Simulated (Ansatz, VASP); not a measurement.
# One calculation of BaCr2F6, two programs

File INCAR:

```
SYSTEM = BaCr2F6
PREC = Accurate
ENCUT = 600
EDIFF = 1E-6
ISMEAR = 0
SIGMA = 0.1
LREAL = .FALSE.
LASPH = .TRUE.
NELM = 200
ALGO = Normal
ISIF = 2
LWAVE = .FALSE.
LCHARG = .FALSE.
ISPIN = 2
MAGMOM = 0 3 3 0 0 0 0 0 0
LORBIT = 11
LMAXMIX = 4
GGA = PE
NBANDS = 52
GGA_COMPAT = .FALSE.
```

Contents of KPOINTS:

```
Automatic mesh
0
G
  4 4 2
  0 0 0
```

The input POSCAR:

```
BaCr2F6
1.0
    4.0338919100      0.0000000000      0.0000000000
    0.0000000000      4.0338919100      0.0000000000
    0.0000000000      0.0000000000      8.0677838100
Ba Cr F
1 2 6
Direct
    0.5000000000      0.5000000000      0.0000000000
    0.0000000000      0.0000000000      0.7500000000
    0.0000000000      0.0000000000      0.2500000000
    0.5000000000      0.0000000000      0.7500000000
    0.5000000000      0.0000000000      0.2500000000
    0.0000000000      0.5000000000      0.7500000000
    0.0000000000      0.5000000000      0.2500000000
    0.0000000000      0.0000000000      0.0000000000
    0.0000000000      0.0000000000      0.5000000000
```

Input for Ansatz:

```yaml
crystal:
  lattice:
    - [4.03389191, 0.0, 0.0]
    - [0.0, 4.03389191, 0.0]
    - [0.0, 0.0, 8.06778381]
  atoms:
    - { symbol: Ba, position: [0.5, 0.5, 0.0] }
    - { symbol: Cr, position: [0.0, 0.0, 0.75], spin: 3.0 }
    - { symbol: Cr, position: [0.0, 0.0, 0.25], spin: 3.0 }
    - { symbol: F, position: [0.5, 0.0, 0.75] }
    - { symbol: F, position: [0.5, 0.0, 0.25] }
    - { symbol: F, position: [0.0, 0.5, 0.75] }
    - { symbol: F, position: [0.0, 0.5, 0.25] }
    - { symbol: F, position: [0.0, 0.0, 0.0] }
    - { symbol: F, position: [0.0, 0.0, 0.5] }
basis:
  ecutwfc: 420
kpoints:
  mp_grid: { grid: [4, 4, 2] }
hamiltonian:
  xc: pbe
scf:
  occupations: { method: gaussian, width: 0.1 }
  lower_state_search: "off"
output:
  forces: true
  stress: true
  eigenvalues: true
  populations: true
magnetization:
  spin_polarized: true
```

Change from the starting cell: ordered vacancies on the A sites of perovskite (P4/mmm, No. 123).

Alike in both runs: task single point; functional PBE; k mesh 4 × 4 × 2; occupations gaussian, width 0.1 eV; collinear spin.

```csv
,VASP,Ansatz
version,VASP 6.6.1,Ansatz 0.2.0
potentials or method,"VASP PAW PBE potentials, release 64 (Ba_sv, Cr_pv, F), cutoff 600 eV","scalar-relativistic, plane waves, PAW"
valence electrons in the cell,76,80
```

Ansatz gave:

* gap on the k mesh at the Fermi level (eV): none
* pressure (GPa): 8.8
* traceless stress, the component that is largest in VASP (GPa): -4.92
* rms of the force components (eV/Å): 0.993
* net moment per atom (μB): 0.88
* size of the moment on the site where the two differ most (μB): 3.10

**Question.** What did VASP give for the same quantities?

**Answer.** gap on the k mesh at the Fermi level (eV): none; pressure (GPa): 9.3; traceless stress, the component that is largest in VASP (GPa): -4.79; rms of the force components (eV/Å): 1.001; net moment per atom (μB): 0.88; size of the moment on the site where the two differ most (μB): 3.64.

Site moments also hang on the region over which each program counts them. Atom by atom the forces differ by 0.024 eV/Å (rms over components). A gap of «none» marks a metal or a gap that the smearing closes. VASP's potentials hold 76 valence electrons a cell and Ansatz's 80, so a difference there can come from the potentials and not from the codes.

The k mesh is coarse, so the values compare programs but aren't converged. Spin-orbit coupling is off throughout.
